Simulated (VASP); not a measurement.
Here is a VASP 6.6.1 calculation.

INCAR

```
ALGO = Normal
DIPOL = 0.5 0.5 0.500
EDIFF = 1E-6
EFIELD = -0.05
ENCUT = 400
GGA = PS
GGA_COMPAT = F
IDIPOL = 3
ISIF = 2
ISMEAR = -1
LASPH = T
LCHARG = F
LDIPOL = T
LREAL = F
LWAVE = F
NBANDS = 16
NELM = 120
NELMDL = -8
PREC = Accurate
SIGMA = 0.15
```

Contents of KPOINTS:

```
k-points
0
Gamma
  4 4 1
```

POSCAR

```
AlAs
1.0
    3.7454820000      0.0000000000      0.0000000000
    1.8727410000      3.2436825614      0.0000000000
    0.0000000000      0.0000000000     18.5872598704
Al As
2 2
Direct
    0.6666666667      0.6666666667      0.4588673469
    0.0000000000      0.0000000000      0.6233979592
    0.0000000000      0.0000000000      0.3766020408
    0.3333333333      0.3333333333      0.5411326531
```

Potentials or basis: VASP PAW PBE potentials, release 64 (Al, As).

Run with:

```sh
$ cat potpaw_PBE.64/Al/POTCAR potpaw_PBE.64/As/POTCAR > POTCAR
$ mpirun -np 1 vasp_std > vasp.out
```

**Question.** Predict the largest force.

**Answer.** 0.550 eV/Å.

**Question.** Estimate the band gap on the k mesh.

**Answer.** Zero (band 8 reaches -0.26 eV, above the bottom of band 9 at -1.33 eV).

Forces in eV/Å, atoms in the order of the input:
```
Al   0.000  0.000 -0.394
Al   0.000  0.000 -0.473
As   0.000  0.000  0.317
As   0.000  0.000  0.550
```

Caveat: the k points lie up to 0.48 Å⁻¹ apart; the PAW data sets were made with another functional, which shifts forces and pressure a little.
